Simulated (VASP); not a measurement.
# Cu (I4/mmm) in VASP: further runs

Runs on Cu. Level: LDA. Tasks: single point.

Everything below comes from runs of VASP 6.6.1. Logs are shortened: lines on timing, memory, paths and dates and some standing lists are left out, and cuts for length are marked.

### Step 1. The cell of the first run

Symmetry: I4/mmm, No. 139, tetragonal system. The conventional cell has a = 2.783 Å, b = 2.783 Å, c = 2.582 Å, α = 90.00°, β = 90.00°, γ = 90.00°. Within 3.1 Å of Cu (site symmetry 4/mmm) lie 14 Cu at 2.35 to 2.78 Å.

### Step 2. Single point, LDA

File INCAR:

```
SYSTEM = Cu
PREC     = Accurate       ! precision mode
ENCUT    = 520            ! plane-wave cutoff, eV
EDIFF    = 1E-7           ! SCF threshold, eV
ISMEAR   = 0              ! smearing method
SIGMA    = 0.15           ! smearing width, eV
LREAL    = .False.        ! projectors in reciprocal space
LASPH    = .True.         ! aspherical terms in the spheres
NELM     = 80             ! most SCF steps
ALGO     = Normal         ! electronic algorithm
ISIF     = 2              ! what is computed and relaxed
LWAVE    = .False.        ! write WAVECAR
LCHARG   = .False.        ! write CHGCAR
NBANDS   = 12             ! bands
```

File KPOINTS:

```
Automatic mesh
0
Gamma
  22 22 22
  0 0 0
```

File POSCAR:

```
Cu
1.0
   -1.3917000000      1.3917000000      1.2908000000
    1.3917000000     -1.3917000000      1.2908000000
    1.3917000000      1.3917000000     -1.2908000000
Cu
1
Direct
    0.0000000000      0.0000000000      0.0000000000
```

Potentials or basis: VASP PAW LDA potentials, release 64 (Cu).

Started as:

```console
cat potpaw_LDA.64/Cu/POTCAR > POTCAR
mpirun -np 1 vasp_std > vasp.out
```

OUTCAR:

```text
SYSTEM = Cu
   PREC = Accurate
   ENCUT = 520
   EDIFF = 1E-7
   ISMEAR = 0
   LREAL = .False.
   LASPH = .True.
   NELM = 80
   ISIF = 2

 ion  position               nearest neighbor table
   1  0.000  0.000  0.000-

  LATTYP: Found a body centered tetragonal cell.
 ALAT       =     2.7834000000
 C/A-ratio  =     0.9274987425

  Lattice vectors:

 A1 = (  -1.3917000000,   1.3917000000,   1.2908000000)
 A2 = (   1.3917000000,  -1.3917000000,   1.2908000000)
 A3 = (   1.3917000000,   1.3917000000,  -1.2908000000)

Analysis of symmetry for initial positions (statically):
=====================================================================
 Subroutine PRICEL returns:
 Original cell was already a primitive cell.

 Routine SETGRP: Setting up the symmetry group for a
 body centered tetragonal supercell.

 Subroutine GETGRP returns: Found 16 space group operations
 (whereof 16 operations were pure point group operations)
 out of a pool of 16 trial point group operations.

The static configuration has the point symmetry D_4h.

Analysis of symmetry for dynamics (positions and initial velocities):
=====================================================================
 Subroutine PRICEL returns:
 Original cell was already a primitive cell.

 Routine SETGRP: Setting up the symmetry group for a
 body centered tetragonal supercell.

 Subroutine GETGRP returns: Found 16 space group operations
 (whereof 16 operations were pure point group operations)
 out of a pool of 16 trial point group operations.

The dynamic configuration has the point symmetry D_4h.

 Subroutine INISYM returns: Found 16 space group operations
 (whereof 16 operations are pure point group operations),
 and found     1 'primitive' translations

----------------------------------------------------------------------------------------

                                     Primitive cell

  volume of cell :      10.0002

  direct lattice vectors                    reciprocal lattice vectors
    -1.391700000  1.391700000  1.290800000     0.000000000  0.359272832  0.387356678
     1.391700000 -1.391700000  1.290800000     0.359272832  0.000000000  0.387356678
     1.391700000  1.391700000 -1.290800000     0.359272832  0.359272832  0.000000000

  length of vectors
     2.353682736  2.353682736  2.353682736     0.528320134  0.528320134  0.508088511

  position of ions in fractional coordinates (direct lattice)
     0.000000000  0.000000000  0.000000000

  ion indices of the primitive-cell ions
   primitive index   ion index
                 1           1

----------------------------------------------------------------------------------------

 KPOINTS: Automatic mesh

Automatic generation of k-mesh.
 Grid dimensions read from file:
 generate k-points for:   22   22   22

 Generating k-lattice:

  Cartesian coordinates                     Fractional coordinates (reciprocal lattice)
     0.000000000  0.016330583  0.017607122     0.045454545  0.000000000 -0.000000000
     0.016330583  0.000000000  0.017607122     0.000000000  0.045454545 -0.000000000
     0.016330583  0.016330583  0.000000000     0.000000000  0.000000000  0.045454545

  Length of vectors
     0.024014552  0.024014552  0.023094932

  Shift w.r.t. Gamma in fractional coordinates (k-lattice)
     0.000000000  0.000000000  0.000000000

 Subroutine IBZKPT returns following result:
 ===========================================

 Found    834 irreducible k-points:

 Following reciprocal coordinates:
            Coordinates               Weight
  0.000000  0.000000  0.000000      1.000000
  0.045455  0.000000 -0.000000      8.000000
  0.090909  0.000000 -0.000000      8.000000
  0.136364 -0.000000  0.000000      8.000000
  0.181818 -0.000000  0.000000      8.000000
  0.227273 -0.000000  0.000000      8.000000
[... 16 lines left out ...]
  0.500000  0.045455  0.000000     16.000000
 -0.454545  0.045455 -0.000000     16.000000
 [... further k-points ...]
   k-points           NKPTS =    834   k-points in BZ     NKDIM =    834   number of bands    NBANDS=     12
   number of dos      NEDOS =    301   number of ions     NIONS =      1
   total plane-waves  NPLWV =   5832
   dimension x,y,z NGX =    18 NGY =   18 NGZ =   18
   dimension x,y,z NGXF=    36 NGYF=   36 NGZF=   36
   ions per type =               1
   NGX,Y,Z   is equivalent  to a cutoff of  12.71, 12.71, 12.71 a.u.
   NGXF,Y,Z  is equivalent  to a cutoff of  25.43, 25.43, 25.43 a.u.
 SYSTEM =  Cu
   PREC   = accura    normal or accurate (medium, high low for compatibility)
   ISTART =      0    job   : 0-new  1-cont  2-samecut
   ICHARG =      2    charge: 1-file 2-atom 10-const
   ISPIN  =      1    spin polarized calculation?
   LNONCOLLINEAR =      F non collinear calculations
   LSORBIT =      F    spin-orbit coupling
   LASPH  =      T    aspherical Exc in radial PAW
   ENCUT  =  520.0 eV  38.22 Ry    6.18 a.u.   4.38  4.38  4.38*2*pi/ulx,y,z
   NELM   =     80;   NELMIN=  2; NELMDL= -5     # of ELM steps
   EDIFF  = 0.1E-06   stopping-criterion for ELM
   LREAL  =      F    real-space projection
   EDIFFG = 0.1E-05   stopping-criterion for IOM
   NSW    =      0    number of steps for IOM
   IBRION =     -1    ionic relax: 0-MD 1-quasi-New 2-CG
   NFREE  =      0    steps in history (QN), initial steepest desc. (CG)
   ISIF   =      2    stress and relaxation
   ISYM   =      2    0-nonsym 1-usesym 2-fastsym
   POTIM  = 0.5000    time-step for ionic-motion
   TEBEG  =    0.0;   TEEND  =   0.0 temperature during run
   PSTRESS=    0.0 pullay stress
   NELECT =      11.0000    total number of electrons
   NUPDOWN=      -1.0000    fix difference up-down
   EMIN   =  10.00;   EMAX   =-10.00  energy-range for DOS
   EFERMI =   0.00;   METHOD = LEGACY
   ISMEAR =     0;   SIGMA  =   0.15  broadening in eV -4-tet -1-fermi 0-gaus
   EFERMI_NEDOS =   21; number of points for ismear=-14 and -15
   IALGO  =     38    algorithm
   IMIX   =      4    mixing-type and parameters
     AMIX     =   0.40;   BMIX     =  1.00
     AMIX_MAG =   1.60;   BMIX_MAG =  1.00
  volume/ion in A,a.u.               =      10.00        67.48
  Fermi-wavevector in a.u.,A,eV,Ry     =   1.689931  3.193507 38.856430  2.855867
  Thomas-Fermi vector in A             =   2.771969
   LORBIT       =      0    0 simple, 1 ext, 2 COOP (PROOUT), +10 PAW based schemes
   GGA     = CA    functional components
   LHFCALC =     F    Hartree Fock is set to
   AEXX    =    0.0000 exact exchange contribution
   IVDW    =     0    specifies the selected vdW correction
   LEPSILON=     F    determine dielectric tensor
   LRPA    =     F    only Hartree local field effects (RPA)
 non-spin polarized calculation
 Gauss-broadening in eV      SIGMA  =   0.15
  energy-cutoff  :      520.00
  volume of cell :       10.00
 maximum number of plane-waves:       290
 NGX is ok and might be reduce to    18
   NGX =  9   NGY =  9   NGZ =  9

 number of electron      11.0000005 magnetization

 Free energy of the ion-electron system (eV)
  ---------------------------------------------------
  ext. energy  EPLUGINS =         0.00000000
  ---------------------------------------------------
  free energy    TOTEN  =        -4.60747121 eV

  energy without entropy =       -4.60355253  energy(sigma->0) =       -4.60551187

 E-fermi :   9.6637     XC(G=0): -14.1057

 val. band max:        9.6627787126   @ k =   0.5000   0.2727   0.0909
 cond. band min:       9.6646069013   @ k =   0.3182   0.0909   0.0909
 fundamental gap:      0.0018281886
 Fermi energy:         9.6636761903

 k-point     1 :       0.0000    0.0000    0.0000
  band No.  band energies     occupation
      1      -1.0634      2.00000
      2       5.6412      2.00000
      3       6.0356      2.00000
      4       6.0356      2.00000
      5       6.9524      2.00000
      6       7.3757      2.00000
      7      35.5020      0.00000
      8      35.5020      0.00000
      9      37.7223      0.00000
     10      40.5217      0.00000
     11      40.7667      0.00000
     12      41.5823      0.00000

 k-point     2 :       0.0455    0.0000   -0.0000
  band No.  band energies     occupation
      1      -0.9708      2.00000
      2       5.6524      2.00000
      3       6.0315      2.00000
      4       6.0423      2.00000
      5       6.9555      2.00000
      6       7.3587      2.00000
      7      35.1191      0.00000
      8      35.3150      0.00000
      9      37.0167      0.00000
     10      39.8868      0.00000
     11      40.2062      0.00000
     12      40.6062      0.00000

 k-point     3 :       0.0909    0.0000   -0.0000
  band No.  band energies     occupation
      1      -0.6954      2.00000
      2       5.6583      2.00000
      3       6.0152      2.00000
      4       6.0901      2.00000
      5       6.9664      2.00000
      6       7.3148      2.00000
      7      33.8611      0.00000
      8      34.8480      0.00000
      9      35.4685      0.00000
     10      38.3265      0.00000
     11      39.3813      0.00000
     12      40.1542      0.00000
[... 286 lines left out ...]
 k-point    23 :       0.5000    0.0455    0.0000
  band No.  band energies     occupation
      1       3.5492      2.00000
      2       4.8332      2.00000
      3       7.1342      2.00000
      4       7.4114      2.00000
      5       7.9046      2.00000
      6       9.1236      2.00000
      7      15.4787      0.00000
      8      27.2265      0.00000
      9      28.2825      0.00000
     10      33.1379      0.00000
     11      36.8964      0.00000
     12      45.8592      0.00000

 k-point    24 :      -0.4545    0.0455   -0.0000
  band No.  band energies     occupation
      1       3.4969      2.00000
      2       4.8732      2.00000
      3       7.1500      2.00000
      4       7.2519      2.00000
      5       7.7073      2.00000
      6       8.5437      2.00000
      7      16.6647      0.00000
      8      27.3771      0.00000
      9      28.5770      0.00000
     10      33.2474      0.00000
     11      36.9761      0.00000
     12      46.2473      0.00000

 [... further k-points ...]
[... 5 lines left out ...]
  --------------------------------------------------------------------------------------
  -------------------------------------------------------------------------------------
  Total        1.3248893      1.3248893      1.4086047      0.0000000      0.0000000      0.0000000
  in kB      212.2657682    212.2657682    225.6781537      0.0000000      0.0000000      0.0000000
  external PRESSURE =     216.7365634 kB  Pullay stress =       0.0000000 kB

 VOLUME and BASIS-vectors are now :
 -----------------------------------------------------------------------------
  energy-cutoff  :      520.00
  volume of cell :       10.00
      direct lattice vectors                 reciprocal lattice vectors
    -1.391700000  1.391700000  1.290800000     0.000000000  0.359272832  0.387356678
     1.391700000 -1.391700000  1.290800000     0.359272832  0.000000000  0.387356678
     1.391700000  1.391700000 -1.290800000     0.359272832  0.359272832  0.000000000

 POSITION                                       TOTAL-FORCE (eV/Angst)
 -----------------------------------------------------------------------------------
      0.00000      0.00000      0.00000         0.000000      0.000000      0.000000
 -----------------------------------------------------------------------------------
    total drift:                                0.000000      0.000000      0.000000

  FREE ENERGIE OF THE ION-ELECTRON SYSTEM (eV)
  ---------------------------------------------------
  free  energy   TOTEN  =        -4.6074712114 eV

  energy  without entropy=       -4.6035525254  energy(sigma->0) =       -4.60551187
```

Run time: 1.8 min. Hardware: 1 thread of Intel Xeon 8259CL, shared host; peak memory 0.2 GiB.

Results:

```yaml
Free_energy: -4.6075 eV
Pressure: 21.7 GPa
Band_gap_on_the_k_mesh: zero (an odd number of electrons rules out a gap without spin polarisation)
```

Caveat: the cell stands under pressure.

### Step 3. Single point, LDA

File INCAR:

```
SYSTEM = Cu
PREC = Accurate
ENCUT = 520
EDIFF = 1E-7
ISMEAR = 0
SIGMA = 0.15
LREAL = .False.
LASPH = .True.
NELM = 60
ALGO = Normal
ISIF = 2
LWAVE = .False.
LCHARG = .False.
GGA = CA
NBANDS = 12
```

File KPOINTS:

```
regular mesh
0
Gamma
  22 22 22
  0 0 0
```

File POSCAR:

```
Cu
1.0
   -1.3738500000      1.3738500000      1.3243000000
    1.3738500000     -1.3738500000      1.3243000000
    1.3738500000      1.3738500000     -1.3243000000
Cu
1
Direct
    0.0000000000      0.0000000000      0.0000000000
```

Potentials or basis: VASP PAW LDA potentials, release 64 (Cu).

Started as:

```console
cat potpaw_LDA.64/Cu/POTCAR > POTCAR
mpirun -np 1 vasp_std > vasp.out
```

OUTCAR:

```text
SYSTEM = Cu
   PREC = Accurate
   ENCUT = 520
   EDIFF = 1E-7
   ISMEAR = 0
   LREAL = .False.
   LASPH = .True.
   NELM = 60
   ISIF = 2
   GGA = CA

 ion  position               nearest neighbor table
   1  0.000  0.000  0.000-

  LATTYP: Found a body centered tetragonal cell.
 ALAT       =     2.7477000000
 C/A-ratio  =     0.9639334716

  Lattice vectors:

 A1 = (  -1.3738500000,   1.3738500000,   1.3243000000)
 A2 = (   1.3738500000,  -1.3738500000,   1.3243000000)
 A3 = (   1.3738500000,   1.3738500000,  -1.3243000000)

Analysis of symmetry for initial positions (statically):
=====================================================================
 Subroutine PRICEL returns:
 Original cell was already a primitive cell.

 Routine SETGRP: Setting up the symmetry group for a
 body centered tetragonal supercell.

 Subroutine GETGRP returns: Found 16 space group operations
 (whereof 16 operations were pure point group operations)
 out of a pool of 16 trial point group operations.

The static configuration has the point symmetry D_4h.

Analysis of symmetry for dynamics (positions and initial velocities):
=====================================================================
 Subroutine PRICEL returns:
 Original cell was already a primitive cell.

 Routine SETGRP: Setting up the symmetry group for a
 body centered tetragonal supercell.

 Subroutine GETGRP returns: Found 16 space group operations
 (whereof 16 operations were pure point group operations)
 out of a pool of 16 trial point group operations.

The dynamic configuration has the point symmetry D_4h.

 Subroutine INISYM returns: Found 16 space group operations
 (whereof 16 operations are pure point group operations),
 and found     1 'primitive' translations

----------------------------------------------------------------------------------------

                                     Primitive cell

[... 110 lines left out ...]
  Fermi-wavevector in a.u.,A,eV,Ry     =   1.690042  3.193716 38.861512  2.856241
  Thomas-Fermi vector in A             =   2.772060
   LORBIT       =      0    0 simple, 1 ext, 2 COOP (PROOUT), +10 PAW based schemes
   GGA     = CA    functional components
   LHFCALC =     F    Hartree Fock is set to
   AEXX    =    0.0000 exact exchange contribution
   IVDW    =     0    specifies the selected vdW correction
   LEPSILON=     F    determine dielectric tensor
   LRPA    =     F    only Hartree local field effects (RPA)
 non-spin polarized calculation
 Gauss-broadening in eV      SIGMA  =   0.15
  energy-cutoff  :      520.00
  volume of cell :       10.00
 maximum number of plane-waves:       285
 NGX is ok and might be reduce to    18
   NGX =  9   NGY =  9   NGZ =  9

 number of electron      10.9999989 magnetization

 Free energy of the ion-electron system (eV)
  ---------------------------------------------------
  ext. energy  EPLUGINS =         0.00000000
  ---------------------------------------------------
  free energy    TOTEN  =        -4.60812843 eV

  energy without entropy =       -4.60430684  energy(sigma->0) =       -4.60621763

 E-fermi :   9.6613     XC(G=0): -14.1079

 val. band max:        9.6610160613   @ k =   0.5000   0.3182   0.0455
 cond. band min:       9.6907116220   @ k =   0.5000   0.2727   0.0909
 fundamental gap:      0.0296955607
 Fermi energy:         9.6612735983

 k-point     1 :       0.0000    0.0000    0.0000
  band No.  band energies     occupation
      1      -1.0624      2.00000
      2       5.7637      2.00000
      3       5.9509      2.00000
      4       5.9509      2.00000
      5       7.0908      2.00000
      6       7.2915      2.00000
      7      35.9923      0.00000
      8      35.9923      0.00000
      9      36.9833      0.00000
     10      40.9364      0.00000
     11      41.7199      0.00000
     12      41.7384      0.00000
[... 331 lines left out ...]
 k-point    24 :      -0.4545    0.0455    0.0000
  band No.  band energies     occupation
      1       3.4854      2.00000
      2       4.9379      2.00000
      3       7.1468      2.00000
      4       7.1784      2.00000
      5       7.6642      2.00000
      6       8.5028      2.00000
      7      16.4288      0.00000
      8      27.7363      0.00000
      9      28.9104      0.00000
     10      33.5326      0.00000
     11      37.2401      0.00000
     12      46.2355      0.00000

 [... further k-points ...]
[... 5 lines left out ...]
  --------------------------------------------------------------------------------------
  -------------------------------------------------------------------------------------
  Total        1.3471117      1.3471117      1.3385795      0.0000000     -0.0000000      0.0000000
  in kB      215.8684560    215.8684560    214.5012043      0.0000000     -0.0000000      0.0000000
  external PRESSURE =     215.4127055 kB  Pullay stress =       0.0000000 kB

 VOLUME and BASIS-vectors are now :
 -----------------------------------------------------------------------------
  energy-cutoff  :      520.00
  volume of cell :       10.00
      direct lattice vectors                 reciprocal lattice vectors
    -1.373850000  1.373850000  1.324300000     0.000000000  0.363940750  0.377557955
     1.373850000 -1.373850000  1.324300000     0.363940750  0.000000000  0.377557955
     1.373850000  1.373850000 -1.324300000     0.363940750  0.363940750  0.000000000

 POSITION                                       TOTAL-FORCE (eV/Angst)
 -----------------------------------------------------------------------------------
      0.00000      0.00000      0.00000        -0.000000      0.000000     -0.000000
 -----------------------------------------------------------------------------------
    total drift:                                0.000000      0.000000      0.000000

  FREE ENERGIE OF THE ION-ELECTRON SYSTEM (eV)
  ---------------------------------------------------
  free  energy   TOTEN  =        -4.6081284268 eV

  energy  without entropy=       -4.6043068419  energy(sigma->0) =       -4.60621763
```

OSZICAR:

```text
N       E                     dE             d eps       ncg     rms          rms(c)
DAV:   1     0.405211141595E+02    0.40521E+02   -0.53623E+03 22876   0.163E+03
DAV:   2    -0.436210124895E+01   -0.44883E+02   -0.41530E+02 20716   0.211E+02
DAV:   3    -0.562551779476E+01   -0.12634E+01   -0.12573E+01 23132   0.396E+01
DAV:   4    -0.563264200421E+01   -0.71242E-02   -0.71232E-02 22276   0.265E+00
DAV:   5    -0.563270333145E+01   -0.61327E-04   -0.61327E-04 23288   0.249E-01    0.796E+00
DAV:   6    -0.489090533364E+01    0.74180E+00   -0.12347E+01 23316   0.723E+01    0.298E+00
DAV:   7    -0.463115295860E+01    0.25975E+00   -0.16534E+00 23560   0.263E+01    0.788E-01
DAV:   8    -0.460870744498E+01    0.22446E-01   -0.14601E-02 27448   0.130E+00    0.158E-01
DAV:   9    -0.460811416442E+01    0.59328E-03   -0.18983E-03 28444   0.735E-01    0.138E-02
DAV:  10    -0.460812764228E+01   -0.13478E-04   -0.17531E-05 21344   0.534E-02    0.360E-03
DAV:  11    -0.460812842984E+01   -0.78756E-06   -0.27387E-07 24372   0.982E-03    0.600E-04
DAV:  12    -0.460812842681E+01    0.30216E-08   -0.15253E-08 12420   0.184E-03
   1 F= -.46081284E+01 E0= -.46062176E+01  d E =-.382158E-02
```

Wall time 2 min (1 thread of Intel Xeon 8259CL, shared host); peak memory 0.2 GiB.

What came out:

```
Free energy            : -4.6081 eV
Pressure               : 21.5 GPa
Band gap on the k mesh : zero (an odd number of electrons rules out a gap without spin polarisation)
```

Caveat: the cell stands under pressure.

The gap in the log of VASP goes by the Fermi energy; the results here count the filled bands.